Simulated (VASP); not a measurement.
Set up this calculation in VASP 6.6.1, as the native input.

```yaml
Task: single point
Functional: PBE
Potentials_or_basis: VASP PAW PBE potentials, release 64 (Mg, O)
Cutoff: 520 eV
k_mesh: 4 × 5 × 4
Occupations: gaussian, width 0.02 eV
Spin: no spin polarisation
Dipole_correction: no
k_mesh_for_the_DOS: 6 × 8 × 6
Occupations_for_the_DOS: tetrahedron
Further_INCAR_settings: ALGO = Normal; EDIFF = 1e-06
```

The system is MgO.

```
CELL_PARAMETERS angstrom
5.37511 0.67281 0.17430
0.75998 5.23428 0.23044
0.21803 0.21940 5.85867
ATOMIC_POSITIONS crystal
Mg 0.21268 0.26363 0.06152
Mg 0.46039 0.72675 0.78257
Mg 0.59146 0.59045 0.26582
Mg 0.05388 0.47925 0.51256
Mg 0.66044 0.06664 0.30510
O 0.22230 0.50618 0.79189
O 0.89869 0.28671 0.26057
O 0.36355 0.37417 0.31557
O 0.48871 0.90699 0.05506
O 0.70179 0.74940 0.51879
```

The input as run:

POSCAR

```
MgO
1.0
    5.3751060000      0.6728110000      0.1742950000
    0.7599780000      5.2342850000      0.2304370000
    0.2180340000      0.2193980000      5.8586680000
Mg O
5 5
Direct
    0.2126846189      0.2636330631      0.0615193435
    0.4603940315      0.7267529944      0.7825709639
    0.5914599277      0.5904535143      0.2658192652
    0.0538784994      0.4792475939      0.5125564166
    0.6604429158      0.0666355963      0.3050959432
    0.2223013060      0.5061801968      0.7918889136
    0.8986892824      0.2867105177      0.2605677459
    0.3635489145      0.3741740017      0.3155671955
    0.4887101910      0.9069885364      0.0550608297
    0.7017900960      0.7493960580      0.5187908964
```

INCAR.step1

```
ALGO     = Normal         # electronic algorithm
EDIFF    = 1E-6           # SCF threshold, eV
ENCUT    = 520            # plane-wave cutoff, eV
GGA      = PE             # functional
ISIF     = 2              # what is computed and relaxed
ISMEAR   = 0              # smearing method
LASPH    = True           # aspherical terms in the spheres
LCHARG   = True           # write CHGCAR
LREAL    = False          # projectors in reciprocal space
LWAVE    = False          # write WAVECAR
NBANDS   = 31             # bands
NELM     = 60             # most SCF steps
PREC     = Accurate       # precision mode
SIGMA    = 0.02           # smearing width, eV
```

KPOINTS.step1

```
k-points
0
Gamma
  4 5 4
```

INCAR.step2

```
ALGO     = Normal         # electronic algorithm
EDIFF    = 1E-6           # SCF threshold, eV
ENCUT    = 520            # plane-wave cutoff, eV
GGA      = PE             # functional
ICHARG   = 11             # starting density
ISIF     = 2              # what is computed and relaxed
ISMEAR   = -5             # smearing method
LASPH    = True           # aspherical terms in the spheres
LCHARG   = False          # write CHGCAR
LORBIT   = 10             # projections on sites
LREAL    = False          # projectors in reciprocal space
LWAVE    = False          # write WAVECAR
NEDOS    = 2001           # points of the DOS
NELM     = 60             # most SCF steps
PREC     = Accurate       # precision mode
SIGMA    = 0.02           # smearing width, eV
```

KPOINTS.step2

```
k-points
0
Gamma
  6 8 6
```

Potentials or basis: VASP PAW PBE potentials, release 64 (Mg, O).

Command:

```sh
$ cat potpaw_PBE.64/Mg/POTCAR potpaw_PBE.64/O/POTCAR > POTCAR
$ cp INCAR.step1 INCAR
$ cp KPOINTS.step1 KPOINTS
$ mpirun -np 1 vasp_std > vasp.out
$ cp INCAR.step2 INCAR
$ cp KPOINTS.step2 KPOINTS
$ mpirun -np 1 vasp_std > vasp.out
```

Results of the run:

```yaml
Valence_electrons_inside_the_program's_atomic_spheres: Mg 0.42, 0.39, 0.49, 0.38 (each value once); O 5.03, 5.06, 5.12, 5.04, 5.07
```

Wall time 7.5 min on 1 thread of Intel(R) Xeon(R) Platinum 8259CL CPU @ 2.50GHz (Skylake/Cascade Lake) (shared host), peak memory 0.59 GiB.
